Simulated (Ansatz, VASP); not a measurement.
## W in VASP and in Ansatz

```
W
1.0
     5.07863    0.00000    0.00000
     0.00000    5.07863    0.00000
     0.00000    0.00000    5.07863
W
8
Cartesian
  1.2697 0.0000 2.5393
  3.8090 0.0000 2.5393
  0.0000 2.5393 1.2697
  0.0000 2.5393 3.8090
  2.5393 3.8090 0.0000
  2.5393 1.2697 0.0000
  0.0000 0.0000 0.0000
  2.5393 2.5393 2.5393
```

Alike in both runs: functional PBE; k mesh 8 × 8 × 8; occupations gaussian, width 0.1 eV; no spin polarisation.

Ansatz relaxed the structure, and its values are those at the end. VASP's run is a single point on that final structure, the one shown.

|  | VASP | Ansatz |
| --- | --- | --- |
| version | VASP 6.6.1 | Ansatz 0.2.0 |
| potentials or method | VASP PAW PBE potentials, release 64 (W_sv), cutoff 520 eV | scalar-relativistic, plane waves, PAW |
| valence electrons in the cell | 112 | 112 |

```tsv
	VASP	Ansatz	Ansatz less VASP
gap on the k mesh at the Fermi level (eV)	none	none	-
pressure (GPa)	0.6	0.0	-0.57
```

A gap of «none» marks a metal or a gap that the smearing closes.

Spin-orbit coupling is off throughout.
